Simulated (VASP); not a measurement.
# I (Fd-3m) in VASP: a series of runs

I is run at these levels: PBE; tasks: single point.

All numbers are computed with VASP 6.6.1; they aren't measurements. Logs are shortened: lines on timing, memory, paths and dates and some standing lists are left out, and cuts for length are marked.

**1. The cell of the first run**

Symmetry: Fd-3m, No. 227, cubic system. The conventional cell has a = 7.907 Å, b = 7.907 Å, c = 7.907 Å, α = 90.00°, β = 90.00°, γ = 90.00°. I (site symmetry -43m) has 4 I at 3.42 Å within 4.5 Å.

**2. Single point, PBE**

INCAR

```
ALGO = Normal
EDIFF = 1E-6
ENCUT = 520
GGA = PE
ISIF = 2
ISMEAR = -1
LASPH = T
LCHARG = F
LREAL = F
LWAVE = F
NBANDS = 14
NELM = 60
PREC = Accurate
SIGMA = 0.06122561905347299
```

KPOINTS

```
k-points
0
Gamma
  12 12 12
```

POSCAR

```
I
1.0
    0.0000000000      3.9532546213      3.9532546213
    3.9532546213      0.0000000000      3.9532546213
    3.9532546213      3.9532546213      0.0000000000
I
2
Direct
    0.0000000000      0.0000000000      0.0000000000
    0.2500000000      0.2500000000      0.2500000000
```

Potentials or basis: VASP PAW PBE potentials, release 64 (I).

Started as:

```sh
cat potpaw_PBE.64/I/POTCAR > POTCAR
mpirun -np 1 vasp_std > vasp.out
```

OUTCAR:

```text
EDIFF = 1E-6
   ENCUT = 520
   GGA = PE
   ISIF = 2
   ISMEAR = -1
   LASPH = T
   LREAL = F
   NELM = 60
   PREC = Accurate

 ion  position               nearest neighbor table
   1  0.000  0.000  0.000-   2 3.42   2 3.42   2 3.42   2 3.42
   2  0.250  0.250  0.250-   1 3.42   1 3.42   1 3.42   1 3.42

  LATTYP: Found a face centered cubic cell.
 ALAT       =     7.9065092426

  Lattice vectors:

 A1 = (   0.0000000000,   3.9532546213,   3.9532546213)
 A2 = (   3.9532546213,   0.0000000000,   3.9532546213)
 A3 = (   3.9532546213,   3.9532546213,   0.0000000000)

Analysis of symmetry for initial positions (statically):
=====================================================================
 Subroutine PRICEL returns:
 Original cell was already a primitive cell.

 Routine SETGRP: Setting up the symmetry group for a
 face centered cubic supercell.

 Subroutine GETGRP returns: Found 48 space group operations
 (whereof 24 operations were pure point group operations)
 out of a pool of 48 trial point group operations.

The static configuration has the point symmetry T_d .
 The point group associated with its full space group is O_h .

Analysis of symmetry for dynamics (positions and initial velocities):
=====================================================================
 Subroutine PRICEL returns:
 Original cell was already a primitive cell.

 Routine SETGRP: Setting up the symmetry group for a
 face centered cubic supercell.

 Subroutine GETGRP returns: Found 48 space group operations
 (whereof 24 operations were pure point group operations)
 out of a pool of 48 trial point group operations.

The dynamic configuration has the point symmetry T_d .
 The point group associated with its full space group is O_h .

 Subroutine INISYM returns: Found 48 space group operations
 (whereof 24 operations are pure point group operations),
 and found     1 'primitive' translations

----------------------------------------------------------------------------------------

                                     Primitive cell

  volume of cell :     123.5647

  direct lattice vectors                    reciprocal lattice vectors
     0.000000000  3.953254621  3.953254621    -0.126478066  0.126478066  0.126478066
     3.953254621  0.000000000  3.953254621     0.126478066 -0.126478066  0.126478066
     3.953254621  3.953254621  0.000000000     0.126478066  0.126478066 -0.126478066

  length of vectors
     5.590746301  5.590746301  5.590746301     0.219066437  0.219066437  0.219066437

  position of ions in fractional coordinates (direct lattice)
     0.000000000  0.000000000  0.000000000
     0.250000000  0.250000000  0.250000000

  ion indices of the primitive-cell ions
   primitive index   ion index
                 1           1
                 2           2

----------------------------------------------------------------------------------------

 KPOINTS: k-points

Automatic generation of k-mesh.
 Grid dimensions read from file:
 generate k-points for:   12   12   12

 Generating k-lattice:

  Cartesian coordinates                     Fractional coordinates (reciprocal lattice)
    -0.010539839  0.010539839  0.010539839     0.083333333  0.000000000  0.000000000
     0.010539839 -0.010539839  0.010539839     0.000000000  0.083333333  0.000000000
     0.010539839  0.010539839 -0.010539839     0.000000000  0.000000000  0.083333333

  Length of vectors
     0.018255536  0.018255536  0.018255536

  Shift w.r.t. Gamma in fractional coordinates (k-lattice)
     0.000000000  0.000000000  0.000000000

 Subroutine IBZKPT returns following result:
 ===========================================

 Found     72 irreducible k-points:

 Following reciprocal coordinates:
            Coordinates               Weight
  0.000000  0.000000  0.000000      1.000000
  0.083333  0.000000  0.000000      8.000000
  0.166667  0.000000  0.000000      8.000000
  0.250000  0.000000  0.000000      8.000000
  0.333333  0.000000  0.000000      8.000000
  0.416667  0.000000  0.000000      8.000000
[... 16 lines left out ...]
  0.500000  0.166667  0.000000     24.000000
 -0.416667  0.166667  0.000000     24.000000
 [... further k-points ...]
   k-points           NKPTS =     72   k-points in BZ     NKDIM =     72   number of bands    NBANDS=     14
   number of dos      NEDOS =    301   number of ions     NIONS =      2
   total plane-waves  NPLWV =  74088
   dimension x,y,z NGX =    42 NGY =   42 NGZ =   42
   dimension x,y,z NGXF=    84 NGYF=   84 NGZF=   84
   ions per type =               2
   NGX,Y,Z   is equivalent  to a cutoff of  12.49, 12.49, 12.49 a.u.
   NGXF,Y,Z  is equivalent  to a cutoff of  24.98, 24.98, 24.98 a.u.
 SYSTEM =  unknown system
   PREC   = accura    normal or accurate (medium, high low for compatibility)
   ISTART =      0    job   : 0-new  1-cont  2-samecut
   ICHARG =      2    charge: 1-file 2-atom 10-const
   ISPIN  =      1    spin polarized calculation?
   LNONCOLLINEAR =      F non collinear calculations
   LSORBIT =      F    spin-orbit coupling
   LASPH  =      T    aspherical Exc in radial PAW
   ENCUT  =  520.0 eV  38.22 Ry    6.18 a.u.  10.40 10.40 10.40*2*pi/ulx,y,z
   NELM   =     60;   NELMIN=  2; NELMDL= -5     # of ELM steps
   EDIFF  = 0.1E-05   stopping-criterion for ELM
   LREAL  =      F    real-space projection
   EDIFFG = 0.1E-04   stopping-criterion for IOM
   NSW    =      0    number of steps for IOM
   IBRION =     -1    ionic relax: 0-MD 1-quasi-New 2-CG
   NFREE  =      0    steps in history (QN), initial steepest desc. (CG)
   ISIF   =      2    stress and relaxation
   ISYM   =      2    0-nonsym 1-usesym 2-fastsym
   POTIM  = 0.5000    time-step for ionic-motion
   TEBEG  =    0.0;   TEEND  =   0.0 temperature during run
   PSTRESS=    0.0 pullay stress
   NELECT =      14.0000    total number of electrons
   NUPDOWN=      -1.0000    fix difference up-down
   EMIN   =  10.00;   EMAX   =-10.00  energy-range for DOS
   EFERMI =   0.00;   METHOD = LEGACY
   ISMEAR =    -1;   SIGMA  =   0.06  broadening in eV -4-tet -1-fermi 0-gaus
   EFERMI_NEDOS =   21; number of points for ismear=-14 and -15
   IALGO  =     38    algorithm
   IMIX   =      4    mixing-type and parameters
     AMIX     =   0.40;   BMIX     =  1.00
     AMIX_MAG =   1.60;   BMIX_MAG =  1.00
  volume/ion in A,a.u.               =      61.78       416.93
  Fermi-wavevector in a.u.,A,eV,Ry     =   0.792172  1.496988  8.538148  0.627536
  Thomas-Fermi vector in A             =   1.897857
   LORBIT       =      0    0 simple, 1 ext, 2 COOP (PROOUT), +10 PAW based schemes
   GGA     = PE    functional components
   LHFCALC =     F    Hartree Fock is set to
   AEXX    =    0.0000 exact exchange contribution
   IVDW    =     0    specifies the selected vdW correction
   LEPSILON=     F    determine dielectric tensor
   LRPA    =     F    only Hartree local field effects (RPA)
 non-spin polarized calculation
  energy-cutoff  :      520.00
  volume of cell :      123.56
 maximum number of plane-waves:      3383
 NGX is ok and might be reduce to    42
   NGX = 21   NGY = 21   NGZ = 21

 number of electron      14.0000001 magnetization

 Free energy of the ion-electron system (eV)
  ---------------------------------------------------
  ext. energy  EPLUGINS =         0.00000000
  ---------------------------------------------------
  free energy    TOTEN  =        -1.97092302 eV

  energy without entropy =       -1.90527339  energy(sigma->0) =       -1.93809821

 E-fermi :   0.1239     XC(G=0):  -6.3337

 val. band max:        0.1219576733   @ k =   0.4167   0.1667   0.0000
 cond. band min:       0.1289293289   @ k =   0.4167   0.2500   0.0833
 fundamental gap:      0.0069716557
 Fermi energy:         0.1238878536

 k-point     1 :       0.0000    0.0000    0.0000
  band No.  band energies     occupation
      1     -12.6356      2.00000
      2     -10.9006      2.00000
      3      -2.3248      2.00000
      4      -2.3248      2.00000
      5      -2.3248      2.00000
      6      -0.6656      1.99999
      7      -0.6656      1.99999
      8      -0.6656      1.99999
      9       4.6046      0.00000
     10       7.1215      0.00000
     11       7.1215      0.00000
     12       8.4040      0.00000
     13       8.4040      0.00000
     14       8.4040      0.00000

 k-point     2 :       0.0833    0.0000    0.0000
  band No.  band energies     occupation
      1     -12.6172      2.00000
      2     -10.9282      2.00000
      3      -2.3523      2.00000
      4      -2.3523      2.00000
      5      -2.3432      2.00000
      6      -0.6370      1.99999
      7      -0.6263      1.99999
      8      -0.6263      1.99999
      9       4.7201      0.00000
     10       7.0251      0.00000
     11       7.0251      0.00000
     12       8.3168      0.00000
     13       8.6226      0.00000
     14       8.6226      0.00000

 k-point     3 :       0.1667    0.0000    0.0000
  band No.  band energies     occupation
      1     -12.5636      2.00000
      2     -11.0064      2.00000
      3      -2.4217      2.00000
      4      -2.4217      2.00000
      5      -2.3972      2.00000
      6      -0.5461      1.99996
      7      -0.5247      1.99995
      8      -0.5247      1.99995
      9       5.0324      0.00000
     10       6.8752      0.00000
     11       6.8752      0.00000
     12       8.1519      0.00000
     13       9.1107      0.00000
     14       9.1107      0.00000

 k-point     4 :       0.2500    0.0000    0.0000
  band No.  band energies     occupation
      1     -12.4812      2.00000
      2     -11.1219      2.00000
      3      -2.5061      2.00000
      4      -2.5061      2.00000
      5      -2.4771      2.00000
      6      -0.3972      1.99960
      7      -0.3972      1.99960
      8      -0.3953      1.99958
      9       5.4443      0.00000
     10       6.8102      0.00000
     11       6.8102      0.00000
     12       7.9773      0.00000
     13       8.8260      0.00000
     14       9.4320      0.00000

 k-point     5 :       0.3333    0.0000    0.0000
  band No.  band energies     occupation
      1     -12.3832      2.00000
      2     -11.2525      2.00000
      3      -2.5813      2.00000
      4      -2.5813      2.00000
      5      -2.5603      2.00000
      6      -0.2799      1.99727
      7      -0.2799      1.99727
      8      -0.2163      1.99231
      9       5.8296      0.00000
     10       6.8690      0.00000
     11       6.8690      0.00000
[... 276 lines left out ...]
 k-point    22 :       0.4167    0.1667    0.0000
  band No.  band energies     occupation
      1     -12.2843      2.00000
      2     -11.3771      2.00000
      3      -2.8920      2.00000
      4      -2.7413      2.00000
      5      -2.1162      2.00000
      6      -0.7077      2.00000
      7      -0.0165      1.81654
      8       0.1220      1.01576
      9       6.0956      0.00000
     10       6.1317      0.00000
     11       7.4624      0.00000
     12       7.7430      0.00000
     13       8.5523      0.00000
     14       9.1374      0.00000

 k-point    23 :       0.5000    0.1667    0.0000
  band No.  band energies     occupation
      1     -12.2058      2.00000
      2     -11.4718      2.00000
      3      -2.9750      2.00000
      4      -2.7465      2.00000
      5      -2.1386      2.00000
      6      -0.5978      1.99998
      7      -0.0045      1.78114
      8       0.2170      0.35870
      9       6.0675      0.00000
     10       6.3257      0.00000
     11       7.2975      0.00000
     12       7.5560      0.00000
     13       8.4921      0.00000
     14       9.2824      0.00000

 k-point    24 :      -0.4167    0.1667    0.0000
  band No.  band energies     occupation
      1     -12.1943      2.00000
      2     -11.4854      2.00000
      3      -3.0048      2.00000
      4      -2.7154      2.00000
      5      -2.1641      2.00000
      6      -0.5281      1.99995
      7      -0.0544      1.89693
      8       0.2356      0.27780
      9       6.0196      0.00000
     10       6.5386      0.00000
     11       6.9719      0.00000
     12       7.5609      0.00000
     13       8.8166      0.00000
     14       9.0622      0.00000

 [... further k-points ...]
[... 5 lines left out ...]
  --------------------------------------------------------------------------------------
  -------------------------------------------------------------------------------------
  Total       -0.1694191     -0.1694191     -0.1694191      0.0000000      0.0000000     -0.0000000
  in kB       -2.1967394     -2.1967394     -2.1967394      0.0000000      0.0000000     -0.0000000
  external PRESSURE =      -2.1967394 kB  Pullay stress =       0.0000000 kB

 VOLUME and BASIS-vectors are now :
 -----------------------------------------------------------------------------
  energy-cutoff  :      520.00
  volume of cell :      123.56
      direct lattice vectors                 reciprocal lattice vectors
     0.000000000  3.953254621  3.953254621    -0.126478066  0.126478066  0.126478066
     3.953254621  0.000000000  3.953254621     0.126478066 -0.126478066  0.126478066
     3.953254621  3.953254621  0.000000000     0.126478066  0.126478066 -0.126478066

 POSITION                                       TOTAL-FORCE (eV/Angst)
 -----------------------------------------------------------------------------------
      0.00000      0.00000      0.00000         0.000000      0.000000      0.000000
      1.97663      1.97663      1.97663        -0.000000     -0.000000     -0.000000
 -----------------------------------------------------------------------------------
    total drift:                               -0.000000     -0.000000     -0.000000

  FREE ENERGIE OF THE ION-ELECTRON SYSTEM (eV)
  ---------------------------------------------------
  free  energy   TOTEN  =        -1.9709230212 eV

  energy  without entropy=       -1.9052733901  energy(sigma->0) =       -1.93809821
```

Run time: 2.2 min. Hardware: 1 thread of Oxide Virtual Turin-like, shared host; peak memory 0.27 GiB.

What came out:

| Item | Value |
| --- | --- |
| Free energy | -1.9709 eV |
| Pressure | -0.2 GPa |
| Band gap on the k mesh | zero (band 7 reaches 0.45 eV, above the bottom of band 8 at -0.67 eV) |

Levels at points of the mesh, in eV from the Fermi level:
| k point | band 5 | band 6 | band 7 | band 8 | band 9 | band 10 |
| --- | --- | --- | --- | --- | --- | --- |
| (0.00, 0.00, 0.00) | -2.45 | -0.79 | -0.79 | -0.79 | 4.48 | 7.00 |
| (0.50, 0.00, 0.00) | -2.77 | -0.29 | -0.29 | -0.13 | 6.28 | 6.42 |
| (0.50, 0.50, 0.00) | -1.61 | -1.61 | 0.33 | 0.33 | 5.79 | 5.79 |

Caveat: spin-orbit coupling is left out, which moves the levels of the heavy elements.

**3. Single point, PBE**

INCAR

```
SYSTEM = I
ALGO = Normal
EDIFF = 1E-6
ENCUT = 520
GGA = PE
ISIF = 2
ISMEAR = -1
LASPH = .TRUE.
LCHARG = .FALSE.
LREAL = .FALSE.
LWAVE = .FALSE.
NBANDS = 14
NELM = 60
PREC = Accurate
SIGMA = 0.06122561905347299
```

KPOINTS

```
k-points
0
G
  12 12 12
  0 0 0
```

POSCAR is that of step 2.

Potentials or basis: VASP PAW PBE potentials, release 64 (I).

Started as:

```sh
cat potpaw_PBE.64/I/POTCAR > POTCAR
mpirun -np 1 vasp_std > vasp.out
```

It took 2.1 min on 1 thread of Oxide Virtual Turin-like, shared host; peak memory 0.26 GiB.

It converged, with:

```yaml
Free_energy: -1.9709 eV
Pressure: -0.2 GPa
Band_gap_on_the_k_mesh: zero (band 7 reaches 0.45 eV, above the bottom of band 8 at -0.67 eV)
```

Levels at points of the mesh, in eV from the Fermi level:
| k point | band 5 | band 6 | band 7 | band 8 | band 9 | band 10 |
| --- | --- | --- | --- | --- | --- | --- |
| (0.00, 0.00, 0.00) | -2.45 | -0.79 | -0.79 | -0.79 | 4.48 | 7.00 |
| (0.50, 0.00, 0.00) | -2.77 | -0.29 | -0.29 | -0.13 | 6.28 | 6.42 |
| (0.50, 0.50, 0.00) | -1.61 | -1.61 | 0.33 | 0.33 | 5.79 | 5.79 |

Caveat: spin-orbit coupling is left out, which moves the levels of the heavy elements.
